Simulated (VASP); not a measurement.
Input of a VASP 6.6.1 run:

File INCAR:

```
ALGO = Normal ; EDIFF = 1E-6
ENCUT = 500 ; GGA = PE
GGA_COMPAT = F ; ISIF = 2
ISMEAR = 0 ; IVDW = 13
LASPH = T ; LCHARG = F
LREAL = F ; LWAVE = F
NBANDS = 11 ; NELM = 120
PREC = Accurate ; SIGMA = 0.2
```

The input KPOINTS:

```
k-points
0
Gamma
  4 4 4
```

File POSCAR:

```
AlAs
1.0
    4.0027900000      0.0000000000      0.0000000000
    2.0013950000      3.4665178260      0.0000000000
    2.0013950000      1.1555059420      3.2682643492
Al As
1 1
Direct
    0.0000000000      0.0000000000      0.0000000000
    0.2500000000      0.2500000000      0.2500000000
```

Potentials or basis: VASP PAW PBE potentials, release 64 (Al, As).

The run is started by

```sh
$ cat potpaw_PBE.64/Al/POTCAR potpaw_PBE.64/As/POTCAR > POTCAR
$ mpirun -np 1 vasp_std > vasp.out
```

Question: Estimate the band gap on the k mesh.

Answer: 1.41 eV, indirect (least direct gap 2.05 eV).

Question: Predict the pressure.

Answer: 0.6 GPa.

Caveat: the k points lie up to 0.48 Å⁻¹ apart. PBE gaps usually lie below the measured ones, often by a third to a half.
